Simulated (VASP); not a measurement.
Wanted: the native input for a VASP 6.6.1 run.

```yaml
Task: relaxation of cell and atoms
Functional: r2SCAN
Potentials_or_basis: VASP PAW PBE potentials, release 64 (B, N)
Cutoff: 600 eV
k_mesh: 12 × 12 × 4
Occupations: gaussian, width 0.02 eV
Spin: no spin polarisation
Dipole_correction: no
Further_INCAR_settings: ALGO = Normal; EDIFF = 1e-07; IBRION = 2; EDIFFG = -0.01; NSW = 100; ISIF = 3
```

The system is BN.

```
B N
1.0
     2.50093    0.00000    0.00000
    -1.25047    2.16587    0.00000
     0.00000    0.00000    6.87406
B N
2 2
Direct
  0.33333 0.66667 0.25000
  0.66667 0.33333 0.75000
  0.33333 0.66667 0.75000
  0.66667 0.33333 0.25000
```

The input as run:

POSCAR

```
BN
1.0
    2.5009322017      0.0000000000      0.0000000000
   -1.2504661009      2.1658708198      0.0000000000
    0.0000000000      0.0000000000      6.8740551044
B N
2 2
Direct
    0.3333333333      0.6666666667      0.2500000000
    0.6666666667      0.3333333333      0.7500000000
    0.3333333333      0.6666666667      0.7500000000
    0.6666666667      0.3333333333      0.2500000000
```

INCAR.step1

```
SYSTEM = BN
  PREC = Accurate
  ENCUT = 600
  ISMEAR = 0
  SIGMA = 0.02
  LREAL = .FALSE.
  LASPH = .TRUE.
  NELM = 60
  GGA = PE
  ALGO = Normal
  EDIFF = 1E-4
  LWAVE = .TRUE.
  LCHARG = .FALSE.
```

INCAR.step2

```
SYSTEM = BN
  PREC = Accurate
  ENCUT = 600
  EDIFF = 1E-7
  ISMEAR = 0
  SIGMA = 0.02
  LREAL = .FALSE.
  LASPH = .TRUE.
  NELM = 60
  ALGO = Normal
  ISIF = 3
  LWAVE = .FALSE.
  LCHARG = .FALSE.
  METAGGA = R2SCAN
  LMIXTAU = .TRUE.
  IBRION = 2
  NSW = 100
  EDIFFG = -0.01
  ISTART = 1
```

KPOINTS

```
Automatic mesh
0
G
  12 12 4
  0 0 0
```

Potentials or basis: VASP PAW PBE potentials, release 64 (B, N).

The run is started by

```console
$ cat potpaw_PBE.64/B/POTCAR potpaw_PBE.64/N/POTCAR > POTCAR
$ cp INCAR.step1 INCAR
$ mpirun -np 1 vasp_std > vasp.out
$ cp INCAR.step2 INCAR
$ mpirun -np 1 vasp_std > vasp.out
```

It gave:

```
Relaxed volume                         : 9.32 Å³/atom
Relaxed cell                           : a = 2.503 Å, b = 2.503 Å, c = 6.873 Å, α = 90.00°, β = 90.00°, γ = 120.00°
Space group after relaxing (to 0.05 Å) : P6_3/mmc (No. 194)
Energy gained by relaxing              : 0.0 meV/atom
Ionic steps                            : 3
Pressure after relaxing                : 0.0 GPa
Band gap on the k mesh                 : 4.92 eV, indirect (least direct gap 5.37 eV)
```

Caveat: the PAW data sets were made with another functional, which shifts forces and pressure a little.

Wall time 4.7 min on 1 thread of Intel(R) Xeon(R) Platinum 8488C (Sapphire Rapids), with other jobs on the host, peak memory 0.17 GiB.
